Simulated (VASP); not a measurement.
# B (P6_3/mmc) in VASP: further runs, part 2 of 2

VASP 6.6.1. The steps go on from the part before.

**3. Relaxation of cell and atoms, PBE**

This run uses another cell than the first one, of 6.55 Å³/atom.

INCAR reads:

```
  ALGO = Normal
  EDIFF = 1E-6
  EDIFFG = -0.01
  ENCUT = 600
  GGA = PE
  IBRION = 2
  ISIF = 3
  ISMEAR = -1
  LASPH = T
  LCHARG = F
  LREAL = F
  LWAVE = F
  NELM = 60
  NSW = 80
  PREC = Accurate
  SIGMA = 0.1
```

KPOINTS reads:

```
k-points
0
Gamma
  17 17 9
```

POSCAR reads:

```
B
1.0
    2.1005919712      0.0000000000      0.0000000000
   -1.0502959856      1.8191660100      0.0000000000
    0.0000000000      0.0000000000      3.4302666889
B
2
Direct
    0.3333333333      0.6666666667      0.2500000000
    0.6666666667      0.3333333333      0.7500000000
```

Potentials or basis: VASP PAW PBE potentials, release 64 (B).

Command:

```sh
> cat potpaw_PBE.64/B/POTCAR > POTCAR
> mpirun -np 1 vasp_std > vasp.out
```

OUTCAR:

```text
EDIFF = 1E-6
   EDIFFG = -0.01
   ENCUT = 600
   GGA = PE
   IBRION = 2
   ISIF = 3
   ISMEAR = -1
   LASPH = T
   LREAL = F
   NELM = 60
   NSW = 80
   PREC = Accurate

 ion  position               nearest neighbor table
   1  0.333  0.667  0.250-   2 2.10   2 2.10   2 2.10   2 2.10   2 2.10   2 2.10
   2  0.667  0.333  0.750-   1 2.10   1 2.10   1 2.10   1 2.10   1 2.10   1 2.10

  LATTYP: Found a hexagonal cell.
 ALAT       =     2.1005919712
 C/A-ratio  =     1.6330000000

  Lattice vectors:

 A1 = (   2.1005919712,   0.0000000000,   0.0000000000)
 A2 = (  -1.0502959856,   1.8191660100,   0.0000000000)
 A3 = (   0.0000000000,   0.0000000000,   3.4302666889)

Analysis of symmetry for initial positions (statically):
=====================================================================
 Subroutine PRICEL returns:
 Original cell was already a primitive cell.

 Routine SETGRP: Setting up the symmetry group for a
 hexagonal supercell.

 Subroutine GETGRP returns: Found 24 space group operations
 (whereof 12 operations were pure point group operations)
 out of a pool of 24 trial point group operations.

The static configuration has the point symmetry D_3d.
 The point group associated with its full space group is D_6h.

Analysis of symmetry for dynamics (positions and initial velocities):
=====================================================================
 Subroutine PRICEL returns:
 Original cell was already a primitive cell.

 Routine SETGRP: Setting up the symmetry group for a
 hexagonal supercell.

[... 264 lines left out ...]
 fundamental gap:      0.0387909587
 Fermi energy:        10.3691578368

 k-point     1 :       0.0000    0.0000    0.0000
  band No.  band energies     occupation
      1      -9.5360      2.00000
      2      -6.6386      2.00000
      3      -2.1657      2.00000
      4       6.4363      2.00000
      5      17.1477      0.00000
      6      34.1288      0.00000
      7      39.4379      0.00000
[... 221 lines left out ...]
 k-point    24 :       0.1765    0.1765    0.0000
  band No.  band energies     occupation
      1      -4.7090      2.00000
      2      -2.6155      2.00000
      3       4.8326      2.00000
      4      13.0169      0.00000
      5      20.0053      0.00000
      6      22.9384      0.00000
      7      23.3065      0.00000

 [... further k-points ...]

[... ionic steps 4 to 23 ...]

--------------------------------------- Ionic step       24  -------------------------------------------

 number of electron       6.0000000 magnetization

------------------------ aborting loop because EDIFF is reached ----------------------------------------
[... 67 lines left out ...]
--------------------------------------- Ionic step       26  -------------------------------------------

 number of electron       6.0000000 magnetization

 Free energy of the ion-electron system (eV)
  ---------------------------------------------------
  ext. energy  EPLUGINS =         0.00000000
  ---------------------------------------------------
  free energy    TOTEN  =       -11.78470319 eV

  energy without entropy =      -11.76863142  energy(sigma->0) =      -11.77666731

 E-fermi :   6.7799     XC(G=0): -11.1468

 val. band max:        6.7142017170   @ k =   0.3529   0.2353   0.0000
 cond. band min:       6.8047904493   @ k =   0.2941   0.1176   0.3333
 fundamental gap:      0.0905887323
 Fermi energy:         6.7798985101

 k-point     1 :       0.0000    0.0000    0.0000
  band No.  band energies     occupation
      1     -10.6362      2.00000
      2      -9.5844      2.00000
      3      -2.6348      2.00000
      4       1.6634      2.00000
      5      10.7848      0.00000
      6      21.5227      0.00000
      7      28.0488      0.00000
[... 259 lines left out ...]
  FREE ENERGIE OF THE ION-ELECTRON SYSTEM (eV)
  ---------------------------------------------------
  free  energy   TOTEN  =       -11.7847031918 eV

  energy  without entropy=      -11.7686314192  energy(sigma->0) =      -11.77666731

 reached required accuracy - stopping structural energy minimisation
```

OSZICAR:

```text
N       E                     dE             d eps       ncg     rms          rms(c)
DAV:   1     0.201342134503E+01    0.20134E+01   -0.34705E+03  2324   0.870E+02
DAV:   2    -0.101773477503E+02   -0.12191E+02   -0.11746E+02  3402   0.991E+01
DAV:   3    -0.102637874176E+02   -0.86440E-01   -0.85877E-01  2604   0.921E+00
[... 179 lines left out ...]
       N       E                     dE             d eps       ncg     rms          rms(c)
DAV:   1    -0.117850546825E+02   -0.55163E-03   -0.12094E-02  2394   0.901E-01    0.699E-02
DAV:   2    -0.117847873524E+02    0.26733E-03   -0.25163E-04  2849   0.119E-01    0.340E-02
DAV:   3    -0.117847034298E+02    0.83923E-04   -0.21263E-04  2527   0.945E-02    0.437E-03
DAV:   4    -0.117847031918E+02    0.23802E-06   -0.11038E-06  2954   0.117E-02
  26 F= -.11784703E+02 E0= -.11776667E+02  d E =-.352909E-03
```

It took 87 s on 1 thread of Intel Xeon 6975P-C (Granite Rapids), shared host; peak memory 0.13 GiB.

What came out:

| Property | Result |
| --- | --- |
| Free energy | -11.7847 eV |
| Relaxed volume | 7.81 Å³/atom |
| Relaxed cell | a = 1.715 Å, b = 1.715 Å, c = 6.137 Å, α = 90.00°, β = 90.00°, γ = 120.00° |
| Space group after relaxing (to 0.1 Å) | P6_3/mmc (No. 194) |
| Energy gained by relaxing | 766.6 meV/atom |
| Ionic steps | 26 |
| Pressure after relaxing | 0.1 GPa |
| Band gap on the k mesh | zero (bands 3 and 4 overlap by 9.84 eV) |

The path:
| step | energy change (eV) | largest force (eV/Å) | pressure (GPa) | volume (Å³) |
| --- | --- | --- | --- | --- |
| 1 | 0.0000 | 0.0000 | -19.61 | 13.11 |
| 2 | -0.1143 | 0.0000 | 6.31 | 11.64 |
| 3 | -0.1148 | 0.0000 | 4.34 | 11.72 |
| 4 | -0.1669 | 0.0000 | 5.50 | 11.73 |
| 5 | -0.3719 | 0.0000 | 14.22 | 11.67 |
| 6 | -0.5347 | 0.0000 | 51.06 | 11.23 |
| 7 | -0.4968 | 0.0000 | 63.16 | 11.08 |
| 8 | -0.3960 | 0.0000 | 96.10 | 10.72 |
| 9 | -0.3978 | 0.0000 | 96.47 | 10.72 |
| 10 | -0.4028 | 0.0000 | 97.56 | 10.74 |
| 11 | -0.4104 | 0.0000 | 99.79 | 10.76 |
| 12 | -0.4136 | 0.0000 | 104.39 | 10.81 |
| 13 | -0.4276 | 0.0000 | 103.47 | 10.83 |
| 14 | -0.4689 | 0.0000 | 100.72 | 10.90 |
| 15 | -0.5486 | 0.0000 | 95.43 | 11.05 |
| 16 | -0.6967 | 0.0000 | 85.52 | 11.34 |
| 17 | -0.9493 | 0.0000 | 67.81 | 11.94 |
| 18 | -1.2986 | 0.0000 | 38.81 | 13.17 |
| 19 | -1.5220 | 0.0000 | 2.44 | 15.84 |
| 20 | -1.5225 | 0.0000 | 4.19 | 15.66 |
| 21 | -1.5220 | 0.0000 | 5.30 | 15.56 |
| 22 | -1.5271 | 0.0000 | 4.14 | 15.55 |
| 23 | -1.5328 | 0.0000 | 0.69 | 15.52 |
| 24 | -1.5329 | 0.0000 | 1.10 | 15.52 |
| 25 | -1.5330 | 0.0000 | 0.82 | 15.55 |
| 26 | -1.5332 | 0.0000 | 0.06 | 15.63 |

Final structure:
```xyz
2
Lattice="1.7147 0.0000 0.0000 -0.8573 1.4849 0.0000 0.0000 0.0000 6.1374" Properties=species:S:1:pos:R:3 pbc="T T T"
B     0.0000    0.9900    1.5343
B     0.8573    0.4950    4.6030
```

Caveat: the volume moved by over 15 % at a fixed basis, so the end points are rough.

**4. Single point, PBE (10.26 Å³/atom)**

This run uses another cell than the first one, of 10.26 Å³/atom.

INCAR reads:

```
SYSTEM = B
  PREC = Accurate
  ENCUT = 520
  EDIFF = 1E-7
  ISMEAR = -1
  SIGMA = 0.1
  LREAL = .FALSE.
  LASPH = .TRUE.
  NELM = 60
  ALGO = Normal
  ISIF = 2
  LWAVE = .FALSE.
  LCHARG = .TRUE.
  GGA = PE
  LELF = .TRUE.
  LVHAR = .TRUE.
  NBANDS = 10
```

KPOINTS reads:

```
regular mesh
0
G
  34 34 6
  0 0 0
```

POSCAR reads:

```
B
1.0
    1.6434668085      0.0000000000      0.0000000000
   -0.8217334043      1.4232840065      0.0000000000
    0.0000000000      0.0000000000      8.7767224591
B
2
Direct
    0.3333333333      0.6666666667      0.2500000000
    0.6666666667      0.3333333333      0.7500000000
```

Command:

```sh
> cat potpaw_PBE.64/B/POTCAR > POTCAR
> mpirun -np 1 vasp_std > vasp.out
```

It took 26 s on 1 thread of Intel Xeon 6975P-C (Granite Rapids), shared host; peak memory 0.19 GiB.

It converged, with:

```
Free energy            : -11.8398 eV
Pressure               : 21.9 GPa
Band gap on the k mesh : zero (bands 3 and 4 overlap by 12.27 eV)
```

Stress tensor (GPa, compression positive):
```
32.95  0.00  0.00
 0.00 32.95  0.00
 0.00  0.00 -0.13
```

Levels at points of the mesh, in eV from the Fermi level:
```csv
k point,band 1,band 2,band 3,band 4,band 5,band 6,band 7,band 8
"(0.00, 0.00, 0.00)",-17.93,-17.88,-8.84,-8.29,1.44,5.30,8.08,16.26
"(0.50, 0.00, 0.00)",-9.47,-9.47,2.02,2.06,6.14,6.27,12.89,13.45
"(0.00, 0.00, 0.50)",-17.90,-17.90,-8.58,-8.58,2.81,2.81,11.93,11.93
"(0.50, 0.00, 0.50)",-9.47,-9.47,2.04,2.04,6.21,6.21,13.12,13.12
```

Caveat: the cell stands under pressure; this functional lacks dispersion, which binds the layers, so the pressure and a relaxed spacing across them are unreliable.

**5. Single point, PBE (10.73 Å³/atom)**

This run uses another cell than the first one, of 10.73 Å³/atom.

INCAR reads:

```
SYSTEM = B
PREC     = Accurate       ! precision mode
ENCUT    = 520            ! plane-wave cutoff, eV
EDIFF    = 1E-7           ! SCF threshold, eV
ISMEAR   = -1             ! smearing method
SIGMA    = 0.1            ! smearing width, eV
LREAL    = .FALSE.        ! projectors in reciprocal space
LASPH    = .TRUE.         ! aspherical terms in the spheres
NELM     = 100            ! most SCF steps
ALGO     = Normal         ! electronic algorithm
ISIF     = 2              ! what is computed and relaxed
LWAVE    = .FALSE.        ! write WAVECAR
LCHARG   = .FALSE.        ! write CHGCAR
GGA      = PE             ! functional
NBANDS   = 10             ! bands
```

KPOINTS reads:

```
Automatic mesh
0
G
  34 34 6
  0 0 0
```

POSCAR reads:

```
B
1.0
    1.6679997808      0.0000000000      0.0000000000
   -0.8339998904      1.4445301837      0.0000000000
    0.0000000000      0.0000000000      8.9077376323
B
2
Direct
    0.3333333333      0.6666666667      0.2500000000
    0.6666666667      0.3333333333      0.7500000000
```

Command:

```sh
> cat potpaw_PBE.64/B/POTCAR > POTCAR
> mpirun -np 1 vasp_std > vasp.out
```

Wall time 26 s (1 thread of Intel Xeon 6975P-C (Granite Rapids), shared host); peak memory 0.19 GiB.

Results (log left out):

```
Free energy            : -11.9409 eV
Pressure               : 12.9 GPa
Band gap on the k mesh : zero (bands 3 and 4 overlap by 11.78 eV)
```

Stress tensor (GPa, compression positive):
```
19.34  0.00  0.00
 0.00 19.34  0.00
 0.00  0.00 -0.13
```

Levels at points of the mesh, in eV from the Fermi level:
| k point | band 1 | band 2 | band 3 | band 4 | band 5 | band 6 | band 7 | band 8 |
| --- | --- | --- | --- | --- | --- | --- | --- | --- |
| (0.00, 0.00, 0.00) | -17.60 | -17.55 | -8.50 | -7.98 | 1.57 | 5.31 | 7.96 | 15.89 |
| (0.50, 0.00, 0.00) | -9.21 | -9.21 | 1.72 | 1.75 | 5.94 | 6.05 | 12.68 | 13.22 |
| (0.00, 0.00, 0.50) | -17.58 | -17.58 | -8.25 | -8.25 | 2.89 | 2.89 | 11.71 | 11.71 |
| (0.50, 0.00, 0.50) | -9.21 | -9.21 | 1.73 | 1.73 | 6.00 | 6.00 | 12.91 | 12.91 |

Caveat: the cell stands under pressure; this functional lacks dispersion, which binds the layers, so the pressure and a relaxed spacing across them are unreliable.

**6. Single point, PBE (11.20 Å³/atom)**

This run uses another cell than the first one, of 11.20 Å³/atom.

INCAR reads:

```
SYSTEM = B
ALGO = Normal
EDIFF = 1E-6
ENCUT = 520
GGA = PE
ISIF = 2
ISMEAR = -1
LASPH = .True.
LCHARG = .True.
LELF = .True.
LREAL = .False.
LVHAR = .True.
LWAVE = .False.
NBANDS = 10
NELM = 100
PREC = Accurate
SIGMA = 0.1
```

KPOINTS reads:

```
k-points
0
Gamma
  34 34 6
  0 0 0
```

POSCAR reads:

```
B
1.0
    1.6918315689      0.0000000000      0.0000000000
   -0.8459157844      1.4651691176      0.0000000000
    0.0000000000      0.0000000000      9.0350082220
B
2
Direct
    0.3333333333      0.6666666667      0.2500000000
    0.6666666667      0.3333333333      0.7500000000
```

Potentials or basis: VASP PAW PBE potentials, release 64 (B).

Command:

```sh
> cat potpaw_PBE.64/B/POTCAR > POTCAR
> mpirun -np 1 vasp_std > vasp.out
```

Run time: 38 s. Hardware: 1 thread of Intel Xeon 6975P-C (Granite Rapids), shared host; peak memory 0.2 GiB.

It converged, with:

| Quantity | Value |
| --- | --- |
| Free energy | -11.9936 eV |
| Pressure | 5.3 GPa |
| Band gap on the k mesh | zero (bands 3 and 4 overlap by 11.34 eV) |

Stress tensor (GPa, compression positive):
```
 8.03  0.00  0.00
 0.00  8.03  0.00
 0.00  0.00 -0.13
```

Levels at points of the mesh, in eV from the Fermi level:
| k point | band 1 | band 2 | band 3 | band 4 | band 5 | band 6 | band 7 | band 8 |
| --- | --- | --- | --- | --- | --- | --- | --- | --- |
| (0.00, 0.00, 0.00) | -17.28 | -17.23 | -8.18 | -7.69 | 1.69 | 5.32 | 7.86 | 15.55 |
| (0.50, 0.00, 0.00) | -8.97 | -8.96 | 1.44 | 1.47 | 5.75 | 5.86 | 12.49 | 13.00 |
| (0.00, 0.00, 0.50) | -17.26 | -17.26 | -7.94 | -7.94 | 2.96 | 2.96 | 11.50 | 11.50 |
| (0.50, 0.00, 0.50) | -8.97 | -8.97 | 1.46 | 1.46 | 5.80 | 5.80 | 12.71 | 12.71 |

Caveat: the cell stands under pressure; this functional lacks dispersion, which binds the layers, so the pressure and a relaxed spacing across them are unreliable.

**7. Summary**

```csv
task,cell,k mesh,cutoff (eV),gap on the mesh (eV),pressure (GPa)
single point,"a = 1.715, b = 1.715, c = 9.159 Å, angles 90.0, 90.0, 120.0°, 2 atoms",17 × 17 × 9,520,none,0.0
relaxation of cell and atoms,"relaxed from a = 2.101, b = 2.101, c = 3.430 Å, angles 90.0, 90.0, 120.0°, 2 atoms",17 × 17 × 9,600,none,0.1
single point,"a = 1.643, b = 1.643, c = 8.777 Å, angles 90.0, 90.0, 120.0°, 2 atoms",34 × 34 × 6,520,none,21.9
single point,"a = 1.668, b = 1.668, c = 8.908 Å, angles 90.0, 90.0, 120.0°, 2 atoms",34 × 34 × 6,520,none,12.9
single point,"a = 1.692, b = 1.692, c = 9.035 Å, angles 90.0, 90.0, 120.0°, 2 atoms",34 × 34 × 6,520,none,5.3
```

Alike in all rows: level PBE; potentials or basis VASP PAW PBE potentials, release 64 (B); no spin polarisation; smearing fermi-dirac 0.1 eV.

Caveats: this functional lacks dispersion, which binds the layers, so the pressure and a relaxed spacing across them are unreliable (at least some runs); the cell stands under pressure (at least some runs); the volume moved by over 15 % at a fixed basis, so the end points are rough (at least some runs).

Absolute energies hang on the potentials; compare differences alone.
